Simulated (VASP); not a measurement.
Here is a VASP 6.6.1 calculation.

File POSCAR:

```
N
1.0
    5.4776487699      0.0000000000      0.0000000000
    0.0000000000      5.4776487699      0.0000000000
    0.0000000000      0.0000000000      5.4776487699
N
8
Direct
    0.0576092967      0.0576092967      0.0576092967
    0.4423907033      0.9423907033      0.5576092967
    0.5576092967      0.4423907033      0.9423907033
    0.9423907033      0.5576092967      0.4423907033
    0.9423907033      0.9423907033      0.9423907033
    0.5576092967      0.0576092967      0.4423907033
    0.4423907033      0.5576092967      0.0576092967
    0.0576092967      0.4423907033      0.5576092967
```

The input INCAR.step1:

```
PREC = Accurate
ENCUT = 520
ISMEAR = -1
SIGMA = 0.02
LREAL = F
LASPH = T
NELM = 100
NBANDS = 30
GGA = PE
ALGO = Normal
EDIFF = 1E-4
LWAVE = T
LCHARG = F
```

Contents of INCAR.step2:

```
PREC = Accurate
ENCUT = 520
EDIFF = 1E-6
ISMEAR = -1
SIGMA = 0.02
LREAL = F
LASPH = T
NELM = 100
ALGO = Normal
ISIF = 2
LWAVE = F
LCHARG = T
METAGGA = R2SCAN
LMIXTAU = T
LUSE_VDW = T
IVDW_NL = 2
BPARAM = 11.95
CPARAM = 0.0093
LELF = T
LVHAR = T
NBANDS = 30
ISTART = 1
```

File KPOINTS:

```
Automatic mesh
0
Gamma
  4 4 4
```

Potentials or basis: VASP PAW PBE potentials, release 64 (N).

The run is started by

```console
$ cat potpaw_PBE.64/N/POTCAR > POTCAR
$ cp INCAR.step1 INCAR
$ mpirun -np 1 vasp_std > vasp.out
$ cp INCAR.step2 INCAR
$ mpirun -np 1 vasp_std > vasp.out
```

Task: Estimate the pressure.

Result: 2.9 GPa.

Task: Estimate the band gap on the k mesh.

Result: 7.94 eV, indirect (least direct gap 7.97 eV).

Task: Estimate the largest force.

Result: 2.312 eV/Å.

Forces in eV/Å, atoms in the order of the input:
```
N    1.335  1.335  1.335
N   -1.335 -1.335  1.335
N    1.335 -1.335 -1.335
N   -1.335  1.335 -1.335
N   -1.335 -1.335 -1.335
N    1.335  1.335 -1.335
N   -1.335  1.335  1.335
N    1.335 -1.335  1.335
```

Caveat: the standard files for N, O and F lose accuracy on very short bonds; the PAW data sets were made with another functional, which shifts forces and pressure a little. r2SCAN opens gaps a little over a GGA but as a rule still falls short of measured ones.
